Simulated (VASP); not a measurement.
# TiSi16 (a cell with a defect) in VASP: relaxation of the atoms with PBE

Aim: the relaxation of the atoms of TiSi16 (a cell with a defect) with PBE.

Program: VASP 6.6.1. These are calculated values, not measurements. Logs are shortened: lines on timing, memory, paths and dates and some standing lists are left out, and cuts for length are marked.

## (1) The cell of the first run

The cell holds a defect, 17 atoms: a = 7.679 Å, b = 7.679 Å, c = 7.679 Å, α = 60.00°, β = 60.00°, γ = 60.00°.

## (2) Relaxation of the atoms, PBE

The input, INCAR:

```
ALGO = Normal
EDIFF = 1E-7
EDIFFG = -0.03
ENCUT = 520
GGA = PE
IBRION = 2
ISIF = 2
ISMEAR = 0
LASPH = True
LCHARG = False
LREAL = Auto
LWAVE = False
NELM = 60
NSW = 80
PREC = Accurate
SIGMA = 0.05
```

The input, KPOINTS:

```
k-points
0
Gamma
  2 2 2
```

The input, POSCAR:

```
TiSi16
1.0
    0.0000000000      5.4300000000      5.4300000000
    5.4300000000      0.0000000000      5.4300000000
    5.4300000000      5.4300000000      0.0000000000
Si Ti
16 1
Direct
    0.0000000000      0.0000000000      0.0000000000
    0.1250000000      0.1250000000      0.1250000000
    0.0000000000      0.0000000000      0.5000000000
    0.1250000000      0.1250000000      0.6250000000
    0.0000000000      0.5000000000      0.0000000000
    0.1250000000      0.6250000000      0.1250000000
    0.0000000000      0.5000000000      0.5000000000
    0.1250000000      0.6250000000      0.6250000000
    0.5000000000      0.0000000000      0.0000000000
    0.6250000000      0.1250000000      0.1250000000
    0.5000000000      0.0000000000      0.5000000000
    0.6250000000      0.1250000000      0.6250000000
    0.5000000000      0.5000000000      0.0000000000
    0.6250000000      0.6250000000      0.1250000000
    0.5000000000      0.5000000000      0.5000000000
    0.6250000000      0.6250000000      0.6250000000
    0.3784555200     -0.1257254800      0.3736804700
```

Potentials or basis: VASP PAW PBE potentials, release 64 (Si, Ti_sv).

Run with:

```sh
$ cat potpaw_PBE.64/Si/POTCAR potpaw_PBE.64/Ti_sv/POTCAR > POTCAR
$ mpirun -np 1 vasp_std > vasp.out
```

OUTCAR:

```text
EDIFF = 1E-7
   EDIFFG = -0.03
   ENCUT = 520
   GGA = PE
   IBRION = 2
   ISIF = 2
   ISMEAR = 0
   LASPH = True
   LREAL = Auto
   NELM = 60
   NSW = 80
   PREC = Accurate

 ion  position               nearest neighbor table
   1  0.000  0.000  0.000-   2 2.35   4 2.35   6 2.35  10 2.35
   2  0.125  0.125  0.125-   1 2.35   3 2.35   5 2.35   9 2.35  17 2.73
   3  0.000  0.000  0.500-   2 2.35   4 2.35   8 2.35  12 2.35  17 2.37
   4  0.125  0.125  0.625-   1 2.35   3 2.35   7 2.35  11 2.35  17 2.73
   5  0.000  0.500  0.000-   2 2.35   6 2.35   8 2.35  14 2.35
   6  0.125  0.625  0.125-   1 2.35   5 2.35   7 2.35  13 2.35
   7  0.000  0.500  0.500-   4 2.35   6 2.35   8 2.35  16 2.35
   8  0.125  0.625  0.625-   3 2.35   5 2.35   7 2.35  15 2.35  17 2.73
   9  0.500  0.000  0.000-  17 2.34  10 2.35  12 2.35  14 2.35   2 2.35
  10  0.625  0.125  0.125-   1 2.35   9 2.35  11 2.35  13 2.35  17 2.70
  11  0.500  0.000  0.500-  17 2.34  10 2.35  12 2.35  16 2.35   4 2.35
  12  0.625  0.125  0.625-   3 2.35   9 2.35  11 2.35  15 2.35
  13  0.500  0.500  0.000-   6 2.35  10 2.35  14 2.35  16 2.35
  14  0.625  0.625  0.125-   5 2.35   9 2.35  13 2.35  15 2.35  17 2.70
  15  0.500  0.500  0.500-  17 2.35  12 2.35  14 2.35  16 2.35   8 2.35
  16  0.625  0.625  0.625-   7 2.35  11 2.35  13 2.35  15 2.35  17 2.70
  17  0.378  0.874  0.374-  11 2.34   9 2.34  15 2.35   3 2.37  10 2.70  16 2.70  14 2.70   4 2.73
                             2 2.73   8 2.73

  LATTYP: Found a face centered cubic cell.
 ALAT       =    10.8600000000

  Lattice vectors:

 A1 = (   0.0000000000,   5.4300000000,   5.4300000000)
 A2 = (   5.4300000000,   0.0000000000,   5.4300000000)
 A3 = (   5.4300000000,   5.4300000000,   0.0000000000)

Analysis of symmetry for initial positions (statically):
=====================================================================
 Subroutine PRICEL returns:
 Original cell was already a primitive cell.

 Routine SETGRP: Setting up the symmetry group for a
 face centered cubic supercell.

 Subroutine GETGRP returns: Found  1 space group operations
 (whereof  1 operations were pure point group operations)
 out of a pool of 48 trial point group operations.

The static configuration has the point symmetry C_1 .

Analysis of symmetry for dynamics (positions and initial velocities):
=====================================================================
 Subroutine PRICEL returns:
 Original cell was already a primitive cell.

 Routine SETGRP: Setting up the symmetry group for a
 face centered cubic supercell.

 Subroutine GETGRP returns: Found  1 space group operations
 (whereof  1 operations were pure point group operations)
 out of a pool of 48 trial point group operations.

The dynamic configuration has the point symmetry C_1 .

 Subroutine INISYM returns: Found  1 space group operations
 (whereof  1 operations are pure point group operations),
 and found     1 'primitive' translations

----------------------------------------------------------------------------------------

                                     Primitive cell

  volume of cell :     320.2060

  direct lattice vectors                    reciprocal lattice vectors
     0.000000000  5.430000000  5.430000000    -0.092081031  0.092081031  0.092081031
     5.430000000  0.000000000  5.430000000     0.092081031 -0.092081031  0.092081031
     5.430000000  5.430000000  0.000000000     0.092081031  0.092081031 -0.092081031

  length of vectors
     7.679179644  7.679179644  7.679179644     0.159489025  0.159489025  0.159489025

  position of ions in fractional coordinates (direct lattice)
     0.000000000  0.000000000  0.000000000
     0.125000000  0.125000000  0.125000000
     0.000000000  0.000000000  0.500000000
     0.125000000  0.125000000  0.625000000
     0.000000000  0.500000000  0.000000000
     0.125000000  0.625000000  0.125000000
[... 9 lines left out ...]
     0.625000000  0.625000000  0.625000000
     0.378455520  0.874274520  0.373680470

  ion indices of the primitive-cell ions
   primitive index   ion index
                 1           1
                 2           2
                 3           3
                 4           4
                 5           5
                 6           6
[... 9 lines left out ...]
                16          16
                17          17

----------------------------------------------------------------------------------------

 KPOINTS: k-points

Automatic generation of k-mesh.
 Grid dimensions read from file:
 generate k-points for:    2    2    2

 Generating k-lattice:

  Cartesian coordinates                     Fractional coordinates (reciprocal lattice)
    -0.046040516  0.046040516  0.046040516     0.500000000  0.000000000  0.000000000
     0.046040516 -0.046040516  0.046040516     0.000000000  0.500000000  0.000000000
     0.046040516  0.046040516 -0.046040516     0.000000000  0.000000000  0.500000000

  Length of vectors
     0.079744512  0.079744512  0.079744512

  Shift w.r.t. Gamma in fractional coordinates (k-lattice)
     0.000000000  0.000000000  0.000000000

 Subroutine IBZKPT returns following result:
 ===========================================

 Found      8 irreducible k-points:

 Following reciprocal coordinates:
            Coordinates               Weight
  0.000000  0.000000  0.000000      1.000000
  0.500000  0.000000  0.000000      1.000000
  0.000000  0.500000  0.000000      1.000000
  0.000000  0.000000  0.500000      1.000000
  0.500000  0.500000  0.500000      1.000000
  0.500000  0.500000  0.000000      1.000000
  0.000000  0.500000  0.500000      1.000000
  0.500000  0.000000  0.500000      1.000000
   k-points           NKPTS =      8   k-points in BZ     NKDIM =      8   number of bands    NBANDS=     47
   number of dos      NEDOS =    301   number of ions     NIONS =     17
   total plane-waves  NPLWV = 216000
   dimension x,y,z NGX =    60 NGY =   60 NGZ =   60
   dimension x,y,z NGXF=   120 NGYF=  120 NGZF=  120
   ions per type =              16   1
   NGX,Y,Z   is equivalent  to a cutoff of  12.99, 12.99, 12.99 a.u.
   NGXF,Y,Z  is equivalent  to a cutoff of  25.98, 25.98, 25.98 a.u.
 SYSTEM =  unknown system
   PREC   = accura    normal or accurate (medium, high low for compatibility)
   ISTART =      0    job   : 0-new  1-cont  2-samecut
   ICHARG =      2    charge: 1-file 2-atom 10-const
   ISPIN  =      1    spin polarized calculation?
   LNONCOLLINEAR =      F non collinear calculations
   LSORBIT =      F    spin-orbit coupling
   LASPH  =      T    aspherical Exc in radial PAW
   ENCUT  =  520.0 eV  38.22 Ry    6.18 a.u.  14.28 14.28 14.28*2*pi/ulx,y,z
   NELM   =     60;   NELMIN=  2; NELMDL= -5     # of ELM steps
   EDIFF  = 0.1E-06   stopping-criterion for ELM
   LREAL  =      T    real-space projection
   EDIFFG = -.3E-01   stopping-criterion for IOM
   NSW    =     80    number of steps for IOM
   IBRION =      2    ionic relax: 0-MD 1-quasi-New 2-CG
   NFREE  =      1    steps in history (QN), initial steepest desc. (CG)
   ISIF   =      2    stress and relaxation
   ISYM   =      2    0-nonsym 1-usesym 2-fastsym
   POTIM  = 0.5000    time-step for ionic-motion
   TEBEG  =    0.0;   TEEND  =   0.0 temperature during run
   PSTRESS=    0.0 pullay stress
   NELECT =      76.0000    total number of electrons
   NUPDOWN=      -1.0000    fix difference up-down
   EMIN   =  10.00;   EMAX   =-10.00  energy-range for DOS
   EFERMI =   0.00;   METHOD = LEGACY
   ISMEAR =     0;   SIGMA  =   0.05  broadening in eV -4-tet -1-fermi 0-gaus
   EFERMI_NEDOS =   21; number of points for ismear=-14 and -15
   IALGO  =     38    algorithm
   IMIX   =      4    mixing-type and parameters
     AMIX     =   0.40;   BMIX     =  1.00
     AMIX_MAG =   1.60;   BMIX_MAG =  1.00
  volume/ion in A,a.u.               =      18.84       127.11
  Fermi-wavevector in a.u.,A,eV,Ry     =   1.013607  1.915439 13.978610  1.027399
  Thomas-Fermi vector in A             =   2.146786
   LORBIT       =      0    0 simple, 1 ext, 2 COOP (PROOUT), +10 PAW based schemes
   GGA     = PE    functional components
   LHFCALC =     F    Hartree Fock is set to
   AEXX    =    0.0000 exact exchange contribution
   IVDW    =     0    specifies the selected vdW correction
   LEPSILON=     F    determine dielectric tensor
   LRPA    =     F    only Hartree local field effects (RPA)
 conjugate gradient relaxation of ions
 non-spin polarized calculation
 Gauss-broadening in eV      SIGMA  =   0.05
  energy-cutoff  :      520.00
  volume of cell :      320.21
 maximum number of plane-waves:      8646
 NGX is ok and might be reduce to    60
   NGX = 29   NGY = 29   NGZ = 29

--------------------------------------- Ionic step        1  -------------------------------------------

 number of electron      76.0000003 magnetization

 Free energy of the ion-electron system (eV)
  ---------------------------------------------------
  ext. energy  EPLUGINS =         0.00000000
  ---------------------------------------------------
  free energy    TOTEN  =       -91.83736171 eV

  energy without entropy =      -91.79295562  energy(sigma->0) =      -91.81515867

------------------------ aborting loop because EDIFF is reached ----------------------------------------

  FORCE on cell =-STRESS in cart. coord.  units (eV):
  Direction    XX          YY          ZZ          XY          YZ          ZX
  --------------------------------------------------------------------------------------
  -------------------------------------------------------------------------------------
  Total        9.8400669      9.8381531      9.8305497      0.1825266     -0.1393428      0.1438549
  in kB       49.2355902     49.2260143     49.1879699      0.9132868     -0.6972131      0.7197898
  external PRESSURE =      49.2165248 kB  Pullay stress =       0.0000000 kB
[... 240 lines left out ...]
  energy  without entropy=      -92.1893064413  energy(sigma->0) =      -92.20118360

--------------------------------------- Ionic step        6  -------------------------------------------

 number of electron      75.9999998 magnetization

 Free energy of the ion-electron system (eV)
  ---------------------------------------------------
  ext. energy  EPLUGINS =         0.00000000
  ---------------------------------------------------
  free energy    TOTEN  =       -92.21370181 eV

  energy without entropy =      -92.18900534  energy(sigma->0) =      -92.20135357

 E-fermi :   6.9301     XC(G=0):  -9.7514

 val. band max:        6.8926897238   @ k =   0.5000   0.5000   0.0000
 cond. band min:       6.9607328576   @ k =   0.0000   0.5000   0.0000
 fundamental gap:      0.0680431339
 Fermi energy:         6.9301395269

 k-point     1 :       0.0000    0.0000    0.0000
  band No.  band energies     occupation
      1     -49.8782      2.00000
      2     -26.2518      2.00000
      3     -26.2515      2.00000
      4     -26.2494      2.00000
      5      -5.7209      2.00000
      6      -3.5145      2.00000
[... 433 lines left out ...]
  FREE ENERGIE OF THE ION-ELECTRON SYSTEM (eV)
  ---------------------------------------------------
  free  energy   TOTEN  =       -92.2137018062 eV

  energy  without entropy=      -92.1890053379  energy(sigma->0) =      -92.20135357

 reached required accuracy - stopping structural energy minimisation
```

Wall time 24 min (1 thread of Oxide Virtual Turin-like, shared host); peak memory 0.5 GiB.

Results:

```yaml
Free_energy: -92.2137 eV
Energy_gained_by_relaxing: 22.1 meV/atom
Ionic_steps: 6
Pressure_after_relaxing: 4.0 GPa
Largest_force_after_relaxing: 0.017 eV/Å
Band_gap_on_the_k_mesh: zero (bands 38 and 39 overlap by 0.43 eV)
```

Forces on the atoms (eV/Å):
```
Si   0.007 -0.007  0.002
Si  -0.004 -0.005  0.004
Si   0.010 -0.010 -0.009
Si   0.005  0.004  0.005
Si  -0.002 -0.007 -0.007
Si   0.001 -0.001 -0.001
Si   0.006  0.002 -0.007
Si  -0.003  0.003 -0.005
Si  -0.001  0.001  0.002
Si   0.001 -0.001  0.002
Si  -0.001  0.001  0.002
Si  -0.002  0.001  0.001
Si  -0.008  0.008  0.007
Si  -0.001 -0.001  0.000
Si  -0.002  0.002  0.001
Si   0.001  0.001  0.000
Ti  -0.007  0.007  0.003
```

Step by step:
```csv
step,energy change (eV),largest force (eV/Å),pressure (GPa)
1,0.0000,1.8140,4.92
2,-0.3715,0.1934,3.99
3,-0.3719,0.1255,4.00
4,-0.3757,0.1090,4.00
5,-0.3757,0.1167,4.01
6,-0.3763,0.0167,4.01
```

Final structure:
```
Si Ti
1.0
     0.00000    5.43000    5.43000
     5.43000    0.00000    5.43000
     5.43000    5.43000    0.00000
Si Ti
16 1
Direct
  0.00166 0.99548 0.00143
  0.12196 0.12824 0.12156
  0.98833 0.00389 0.50389
  0.12196 0.12825 0.62824
  0.00164 0.50145 0.00142
  0.12497 0.62500 0.12501
  0.00165 0.50145 0.49549
  0.12195 0.62160 0.62823
  0.50422 0.00417 0.98745
  0.62838 0.12831 0.12166
  0.50422 0.00417 0.50417
  0.62564 0.12487 0.62475
  0.49543 0.50155 0.00152
  0.62837 0.62170 0.12164
  0.50419 0.48756 0.50413
  0.62837 0.62170 0.62830
  0.37552 0.87490 0.37480
```

Caveat: the k points lie up to 0.50 Å⁻¹ apart.

The gap in the log of VASP goes by the Fermi energy; the results here count the filled bands.